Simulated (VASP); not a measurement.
# GaN (F-43m) in VASP: notebook

The runs below take GaN through single point, with HSE06, PBE0, PBE.

Everything below comes from runs of VASP 6.6.1. Logs are shortened: lines on timing, memory, paths and dates and some standing lists are left out, and cuts for length are marked.

## Step 1: The cell of the first run

It takes space group F-43m (No. 216, cubic). Conventional cell: a = 4.548 Å, b = 4.548 Å, c = 4.548 Å, α = 90.00°, β = 90.00°, γ = 90.00°. Ga (site symmetry -43m) has 4 N at 1.97 Å within 2.6 Å. Within 2.6 Å of N (site symmetry -43m) lie 4 Ga at 1.97 Å.

## Step 2: Single point, HSE06

File POSCAR:

```
GaN
1.0
    0.0000000000      2.2742384928      2.2742384928
    2.2742384928      0.0000000000      2.2742384928
    2.2742384928      2.2742384928      0.0000000000
Ga N
1 1
Direct
    0.0000000000      0.0000000000      0.0000000000
    0.7500000000      0.7500000000      0.7500000000
```

File INCAR.step1:

```
ALGO     = Normal         # electronic algorithm
EDIFF    = 1E-5           # SCF threshold, eV
ENCUT    = 520            # plane-wave cutoff, eV
GGA      = PE             # functional
ISIF     = 2              # what is computed and relaxed
ISMEAR   = 0              # smearing method
LASPH    = True           # aspherical terms in the spheres
LCHARG   = False          # write CHGCAR
LREAL    = False          # projectors in reciprocal space
LWAVE    = True           # write WAVECAR
NBANDS   = 16             # bands
NELM     = 80             # most SCF steps
PREC     = Accurate       # precision mode
SIGMA    = 0.02           # smearing width, eV
```

File INCAR.step2:

```
ALGO     = Normal         # electronic algorithm
EDIFF    = 1E-6           # SCF threshold, eV
ENCUT    = 520            # plane-wave cutoff, eV
GGA      = PE             # functional
HFSCREEN = 0.2079         # screening, 1/A
ISIF     = 2              # what is computed and relaxed
ISMEAR   = 0              # smearing method
ISTART   = 1            
LASPH    = True           # aspherical terms in the spheres
LCHARG   = False          # write CHGCAR
LHFCALC  = True           # exact exchange
LREAL    = False          # projectors in reciprocal space
LWAVE    = False          # write WAVECAR
NBANDS   = 16             # bands
NELM     = 80             # most SCF steps
PREC     = Accurate       # precision mode
PRECFOCK = Normal       
SIGMA    = 0.02           # smearing width, eV
```

File KPOINTS:

```
k-points
0
Gamma
  6 6 6
```

Potentials or basis: VASP PAW PBE potentials, release 64 (Ga_d, N).

Command:

```bash
$ cat potpaw_PBE.64/Ga_d/POTCAR potpaw_PBE.64/N/POTCAR > POTCAR
$ cp INCAR.step1 INCAR
$ mpirun -np 1 vasp_std > vasp.out
$ cp INCAR.step2 INCAR
$ mpirun -np 1 vasp_std > vasp.out
```

OUTCAR:

```text
EDIFF = 1E-6
   ENCUT = 520
   GGA = PE
   HFSCREEN = 0.2079
   ISIF = 2
   ISMEAR = 0
   ISTART = 1
   LASPH = True
   LHFCALC = True
   LREAL = False
   NELM = 80
   PREC = Accurate
   PRECFOCK = Normal

 ion  position               nearest neighbor table
   1  0.000  0.000  0.000-   2 1.97   2 1.97   2 1.97   2 1.97
   2  0.750  0.750  0.750-   1 1.97   1 1.97   1 1.97   1 1.97

  LATTYP: Found a face centered cubic cell.
 ALAT       =     4.5484769856

  Lattice vectors:

 A1 = (   0.0000000000,   2.2742384928,   2.2742384928)
 A2 = (   2.2742384928,   0.0000000000,   2.2742384928)
 A3 = (   2.2742384928,   2.2742384928,   0.0000000000)

Analysis of symmetry for initial positions (statically):
=====================================================================
 Subroutine PRICEL returns:
 Original cell was already a primitive cell.

 Routine SETGRP: Setting up the symmetry group for a
 face centered cubic supercell.

 Subroutine GETGRP returns: Found 24 space group operations
 (whereof 24 operations were pure point group operations)
 out of a pool of 48 trial point group operations.

The static configuration has the point symmetry T_d .

Analysis of symmetry for dynamics (positions and initial velocities):
=====================================================================
 Subroutine PRICEL returns:
 Original cell was already a primitive cell.

 Routine SETGRP: Setting up the symmetry group for a
 face centered cubic supercell.

 Subroutine GETGRP returns: Found 24 space group operations
 (whereof 24 operations were pure point group operations)
 out of a pool of 48 trial point group operations.

The dynamic configuration has the point symmetry T_d .

 Subroutine INISYM returns: Found 24 space group operations
 (whereof 24 operations are pure point group operations),
 and found     1 'primitive' translations

----------------------------------------------------------------------------------------

                                     Primitive cell

  volume of cell :      23.5255

  direct lattice vectors                    reciprocal lattice vectors
     0.000000000  2.274238493  2.274238493    -0.219853811  0.219853811  0.219853811
     2.274238493  0.000000000  2.274238493     0.219853811 -0.219853811  0.219853811
     2.274238493  2.274238493  0.000000000     0.219853811  0.219853811 -0.219853811

  length of vectors
     3.216258921  3.216258921  3.216258921     0.380797971  0.380797971  0.380797971

  position of ions in fractional coordinates (direct lattice)
     0.000000000  0.000000000  0.000000000
     0.750000000  0.750000000  0.750000000

  ion indices of the primitive-cell ions
   primitive index   ion index
                 1           1
                 2           2

----------------------------------------------------------------------------------------

 KPOINTS: k-points

Automatic generation of k-mesh.
 Grid dimensions read from file:
 generate k-points for:    6    6    6

 Generating k-lattice:

  Cartesian coordinates                     Fractional coordinates (reciprocal lattice)
    -0.036642302  0.036642302  0.036642302     0.166666667  0.000000000  0.000000000
     0.036642302 -0.036642302  0.036642302     0.000000000  0.166666667  0.000000000
     0.036642302  0.036642302 -0.036642302     0.000000000  0.000000000  0.166666667

  Length of vectors
     0.063466329  0.063466329  0.063466329

  Shift w.r.t. Gamma in fractional coordinates (k-lattice)
     0.000000000  0.000000000  0.000000000

 Subroutine IBZKPT returns following result:
 ===========================================

 Found     16 irreducible k-points:

 Following reciprocal coordinates:
            Coordinates               Weight
  0.000000  0.000000  0.000000      1.000000
  0.166667  0.000000  0.000000      8.000000
  0.333333  0.000000  0.000000      8.000000
  0.500000  0.000000  0.000000      4.000000
  0.166667  0.166667  0.000000      6.000000
  0.333333  0.166667  0.000000     24.000000
[... 8 lines left out ...]
 -0.333333  0.333333  0.166667     24.000000
 -0.333333  0.500000  0.166667     12.000000
   k-points           NKPTS =     16   k-points in BZ     NKDIM =    216   number of bands    NBANDS=     16
   number of dos      NEDOS =    301   number of ions     NIONS =      2
   total plane-waves  NPLWV =  13824
   dimension x,y,z NGX =    24 NGY =   24 NGZ =   24
   dimension x,y,z NGXF=    48 NGYF=   48 NGZF=   48
   ions per type =               1   1
   NGX,Y,Z   is equivalent  to a cutoff of  12.41, 12.41, 12.41 a.u.
   NGXF,Y,Z  is equivalent  to a cutoff of  24.81, 24.81, 24.81 a.u.
 SYSTEM =  unknown system
   PREC   = accura    normal or accurate (medium, high low for compatibility)
   ISTART =      1    job   : 0-new  1-cont  2-samecut
   ICHARG =      0    charge: 1-file 2-atom 10-const
   ISPIN  =      1    spin polarized calculation?
   LNONCOLLINEAR =      F non collinear calculations
   LSORBIT =      F    spin-orbit coupling
[... 34 lines left out ...]
   NKREDZ  =     1    reduce k-point grid by
   AEXX    =    0.2500 exact exchange contribution
   HFSCREEN=    0.2079 screening length (either q_TF or 0.3 A-1)
   HFSCREENC=   0.2079 screening length for correlation (either q_TF or 0.3 A-1)
   ENCUTFOCK=  -1.0 apply spherical cutoff to Coloumb kernel
   IVDW    =     0    specifies the selected vdW correction
   LEPSILON=     F    determine dielectric tensor
   LRPA    =     F    only Hartree local field effects (RPA)
 non-spin polarized calculation
 Gauss-broadening in eV      SIGMA  =   0.02
  energy-cutoff  :      520.00
  volume of cell :       23.53
 maximum number of plane-waves:       641
  NGX = 18; NGY = 18; NGZ = 18

 number of electron      17.9999985 magnetization

 Free energy of the ion-electron system (eV)
  ---------------------------------------------------
  ext. energy  EPLUGINS =         0.00000000
  ---------------------------------------------------
  free energy    TOTEN  =       -14.72274414 eV

  energy without entropy =      -14.72274414  energy(sigma->0) =      -14.72274414

 E-fermi :   4.3932     XC(G=0):  -9.4497

 val. band max:        4.1807453521   @ k =   0.0000   0.0000   0.0000
 cond. band min:       6.9512606952   @ k =   0.0000   0.0000   0.0000
 fundamental gap:      2.7705153430
 Fermi energy:         4.3932082165

 k-point     1 :       0.0000    0.0000    0.0000
  band No.  band energies     occupation
      1     -13.0252      2.00000
      2     -11.3965      2.00000
      3     -11.3965      2.00000
      4     -11.3965      2.00000
      5     -11.1062      2.00000
      6     -11.1061      2.00000
[... 8 lines left out ...]
     15      24.4311      0.00000
     16      24.4311      0.00000

 k-point     2 :       0.1667    0.0000    0.0000
  band No.  band energies     occupation
      1     -12.8098      2.00000
      2     -11.3670      2.00000
      3     -11.3669      2.00000
      4     -11.1839      2.00000
      5     -11.1075      2.00000
      6     -11.1075      2.00000
[... 8 lines left out ...]
     15      22.4283      0.00000
     16      22.4283      0.00000

 k-point     3 :       0.3333    0.0000    0.0000
  band No.  band energies     occupation
      1     -12.5756      2.00000
      2     -11.3259      2.00000
      3     -11.3259      2.00000
      4     -11.0906      2.00000
      5     -11.0906      2.00000
      6     -10.2701      2.00000
[... 8 lines left out ...]
     15      23.2860      0.00000
     16      23.2860      0.00000

 k-point     4 :       0.5000    0.0000    0.0000
  band No.  band energies     occupation
      1     -12.5377      2.00000
      2     -11.3168      2.00000
      3     -11.3168      2.00000
      4     -11.0699      2.00000
      5     -11.0699      2.00000
      6      -9.4271      2.00000
[... 8 lines left out ...]
     15      25.4437      0.00000
     16      25.4437      0.00000
[... 172 lines left out ...]
 k-point    14 :       0.5000    0.3333    0.1667
  band No.  band energies     occupation
      1     -12.4879      2.00000
      2     -11.2765      2.00000
      3     -11.2476      2.00000
      4     -11.1615      2.00000
      5     -11.0751      2.00000
      6      -9.5050      2.00000
[... 8 lines left out ...]
     15      25.5549      0.00000
     16      28.1060      0.00000

 k-point    15 :      -0.3333    0.3333    0.1667
  band No.  band energies     occupation
      1     -12.4708      2.00000
      2     -11.2842      2.00000
      3     -11.2264      2.00000
      4     -11.1337      2.00000
      5     -11.0881      2.00000
      6      -8.8690      2.00000
[... 8 lines left out ...]
     15      24.4970      0.00000
     16      28.5451      0.00000

 k-point    16 :      -0.3333    0.5000    0.1667
  band No.  band energies     occupation
      1     -12.4631      2.00000
      2     -11.2580      2.00000
      3     -11.2226      2.00000
      4     -11.1262      2.00000
      5     -11.0732      2.00000
      6      -8.6947      2.00000
[... 8 lines left out ...]
     15      26.2995      0.00000
     16      28.7938      0.00000

------------------------ aborting loop because EDIFF is reached ----------------------------------------

  FORCE on cell =-STRESS in cart. coord.  units (eV):
  Direction    XX          YY          ZZ          XY          YZ          ZX
  --------------------------------------------------------------------------------------
  -------------------------------------------------------------------------------------
  Total       -0.9131654     -0.9131654     -0.9131654      0.0000000      0.0000000      0.0000000
  in kB      -62.1902123    -62.1902123    -62.1902123      0.0000000      0.0000000      0.0000000
  external PRESSURE =     -62.1902123 kB  Pullay stress =       0.0000000 kB

 VOLUME and BASIS-vectors are now :
 -----------------------------------------------------------------------------
  energy-cutoff  :      520.00
  volume of cell :       23.53
      direct lattice vectors                 reciprocal lattice vectors
     0.000000000  2.274238493  2.274238493    -0.219853811  0.219853811  0.219853811
     2.274238493  0.000000000  2.274238493     0.219853811 -0.219853811  0.219853811
     2.274238493  2.274238493  0.000000000     0.219853811  0.219853811 -0.219853811

 POSITION                                       TOTAL-FORCE (eV/Angst)
 -----------------------------------------------------------------------------------
      0.00000      0.00000      0.00000         0.000000      0.000000      0.000000
      3.41136      3.41136      3.41136        -0.000000     -0.000000     -0.000000
 -----------------------------------------------------------------------------------
    total drift:                                0.000020      0.000018      0.000017

  FREE ENERGIE OF THE ION-ELECTRON SYSTEM (eV)
  ---------------------------------------------------
  free  energy   TOTEN  =       -14.7227441433 eV

  energy  without entropy=      -14.7227441433  energy(sigma->0) =      -14.72274414
```

Run time: 24 min. Hardware: 1 thread of Intel Xeon Platinum 8259CL at 2.50GHz (Skylake/Cascade Lake), shared host; peak memory 0.26 GiB.

What came out:

```yaml
Free_energy: -14.7227 eV
Pressure: -6.2 GPa
Band_gap_on_the_k_mesh: 2.77 eV
```

Caveat: the cell stands under tension; the PAW data sets were made with another functional, which shifts forces and pressure a little.

## Step 3: Single point, PBE0

POSCAR is that of step 2.

File INCAR.step1:

```
  PREC = Accurate
  ENCUT = 520
  EDIFF = 1E-5
  ISMEAR = 0
  SIGMA = 0.02
  LREAL = F
  LASPH = T
  NELM = 80
  ALGO = Normal
  ISIF = 2
  LWAVE = T
  LCHARG = F
  NBANDS = 16
  GGA = PE
```

File INCAR.step2:

```
  PREC = Accurate
  ENCUT = 520
  EDIFF = 1E-6
  ISMEAR = 0
  SIGMA = 0.02
  LREAL = F
  LASPH = T
  NELM = 80
  ALGO = Normal
  ISIF = 2
  LWAVE = F
  LCHARG = F
  GGA = PE
  LHFCALC = T
  AEXX = 0.25
  PRECFOCK = Normal
  NBANDS = 16
  ISTART = 1
```

File KPOINTS:

```
regular mesh
0
Gamma
  6 6 6
```

Potentials or basis: VASP PAW PBE potentials, release 64 (Ga_d, N).

Command:

```bash
$ cat potpaw_PBE.64/Ga_d/POTCAR potpaw_PBE.64/N/POTCAR > POTCAR
$ cp INCAR.step1 INCAR
$ mpirun -np 1 vasp_std > vasp.out
$ cp INCAR.step2 INCAR
$ mpirun -np 1 vasp_std > vasp.out
```

Wall time 23 min (1 thread of Intel Xeon Platinum 8259CL at 2.50GHz (Skylake/Cascade Lake), shared host); peak memory 0.15 GiB.

It converged, with:

```yaml
Free_energy: -15.6501 eV
Pressure: -6.4 GPa
Band_gap_on_the_k_mesh: 3.49 eV
```

Levels at points of the mesh, in eV from the valence-band top:
```tsv
k point	band 5	band 6	band 7	band 8	band 9	band 10	band 11	band 12	band 13	band 14
(0.00, 0.00, 0.00)	-15.31	-15.31	0.00	0.00	0.00	3.49	12.49	12.49	12.49	19.73
(0.50, 0.00, 0.00)	-15.28	-13.64	-7.41	-1.02	-1.02	6.61	11.03	12.51	12.51	17.82
(0.50, 0.50, 0.00)	-15.25	-13.09	-6.49	-2.83	-2.83	5.17	8.73	14.11	16.49	16.49
```

Caveat: the cell stands under tension; the PAW data sets were made with another functional, which shifts forces and pressure a little.

## Step 4: Single point, PBE

This run uses another cell than the first one: it holds 54 atoms, not 2.

File INCAR:

```
  PREC = Accurate
  ENCUT = 520
  EDIFF = 1E-6
  ISMEAR = 0
  SIGMA = 0.01
  LREAL = Auto
  LASPH = True
  NELM = 60
  ALGO = Normal
  ISIF = 2
  LWAVE = False
  LCHARG = False
  GGA = PE
  NBANDS = 276
```

File KPOINTS:

```
regular mesh
0
Gamma
  1 1 1
```

File POSCAR:

```
GaN
1.0
    0.0000000000      6.8227154765     -6.8227154765
    6.8227154765      6.8227154765      0.0000000000
    6.8227154765      0.0000000000     -6.8227154765
Ga N
27 27
Direct
    0.3333333333      0.6666666667      0.6666666667
    0.3333333333      1.0000000000      0.6666666667
    0.3333333333      0.3333333333      0.6666666667
    0.0000000000      0.6666666667      0.6666666667
    0.0000000000      0.0000000000      0.6666666667
    0.0000000000      0.3333333333      0.6666666667
    0.6666666667      0.6666666667      0.6666666667
    0.6666666667      0.0000000000      0.6666666667
    0.6666666667      0.3333333333      0.6666666667
    0.3333333333      0.6666666667      0.3333333333
    0.3333333333      0.0000000000      0.3333333333
    0.3333333333      0.3333333333      0.3333333333
    0.0000000000      0.6666666667      0.3333333333
    0.0000000000      0.0000000000      0.3333333333
    0.0000000000      0.3333333333      0.3333333333
    0.6666666667      0.6666666667      0.3333333333
    0.6666666667      0.0000000000      0.3333333333
    0.6666666667      0.3333333333      0.3333333333
    0.3333333333      0.6666666667      1.0000000000
    0.3333333333      0.0000000000      1.0000000000
    0.3333333333      0.3333333333      1.0000000000
    0.0000000000      0.6666666667      1.0000000000
    0.0000000000      0.0000000000      1.0000000000
    0.0000000000      0.3333333333      1.0000000000
    0.6666666667      0.6666666667      1.0000000000
    0.6666666667      0.0000000000      1.0000000000
    0.6666666667      0.3333333333      1.0000000000
    0.4166666667      0.7500000000      0.4166666667
    0.4166666667      0.0833333333      0.4166666667
    0.4166666667      0.4166666667      0.4166666667
    0.0833333333      0.7500000000      0.4166666667
    0.0833333333      0.0833333333      0.4166666667
    0.0833333333      0.4166666667      0.4166666667
    0.7500000000      0.7500000000      0.4166666667
    0.7500000000      0.0833333333      0.4166666667
    0.7500000000      0.4166666667      0.4166666667
    0.4166666667      0.7500000000      0.0833333333
    0.4166666667      0.0833333333      0.0833333333
    0.4166666667      0.4166666667      0.0833333333
    0.0833333333      0.7500000000      0.0833333333
    0.0833333333      0.0833333333      0.0833333333
    0.0833333333      0.4166666667      0.0833333333
    0.7500000000      0.7500000000      0.0833333333
    0.7500000000      0.0833333333      0.0833333333
    0.7500000000      0.4166666667      0.0833333333
    0.4166666667      0.7500000000      0.7500000000
    0.4166666667      0.0833333333      0.7500000000
    0.4166666667      0.4166666667      0.7500000000
    0.0833333333      0.7500000000      0.7500000000
    0.0833333333      0.0833333333      0.7500000000
    0.0833333333      0.4166666667      0.7500000000
    0.7500000000      0.7500000000      0.7500000000
    0.7500000000      0.0833333333      0.7500000000
    0.7500000000      0.4166666667      0.7500000000
```

Command:

```bash
$ cat potpaw_PBE.64/Ga_d/POTCAR potpaw_PBE.64/N/POTCAR > POTCAR
$ mpirun -np 1 vasp_gam > vasp.out
```

Wall time 17 min (1 thread of Intel Xeon 8259CL, shared host); peak memory 0.77 GiB.

It converged, with:

| Quantity | Value |
| --- | --- |
| Free energy | -320.2061 eV |
| Pressure | 0.4 GPa |
| Band gap on the k mesh | 1.48 eV |

Levels at points of the mesh, in eV from the valence-band top:
```
           k point  band 239  band 240  band 241  band 242  band 243  band 244  band 245  band 246  band 247  band 248
(0.00, 0.00, 0.00)     -0.74     -0.74      0.00      0.00      0.00      1.48      4.09      4.09      4.09      4.09
```

Caveat: the k points lie up to 0.80 Å⁻¹ apart; an odd mesh through Γ misses points on the zone boundary, where band edges can lie.

## Step 5: The runs side by side

```csv
level,cell,k mesh,smearing,grid for exact exchange (PRECFOCK),share of exact exchange,screening parameter,gap on the mesh (eV),pressure (GPa)
HSE06,"a = 3.216 Å, angles 60.0°, 2 atoms, atomic positions A",6 × 6 × 6,gaussian 0.02 eV,Normal,0.25,0.2079 1/Å,2.77,-6.2
PBE0,"a = 3.216 Å, angles 60.0°, 2 atoms, atomic positions A",6 × 6 × 6,gaussian 0.02 eV,Normal,0.25,-,3.49,-6.4
PBE,"a = 9.649 Å, angles 60.0°, 54 atoms, atomic positions B",1 × 1 × 1,gaussian 0.01 eV,-,-,-,1.48,0.4
```

Alike in all rows: task single point; potentials or basis VASP PAW PBE potentials, release 64 (Ga_d, N); no spin polarisation; cutoff (eV) 520.

Caveats: some runs use coarse meshes; the cell stands under tension (at least some runs); the PAW data sets were made with another functional, which shifts forces and pressure a little (at least some runs); an odd mesh through Γ misses points on the zone boundary, where band edges can lie (at least some runs).

Total energies depend on the potentials used, so only differences within one code and one set of settings carry meaning.
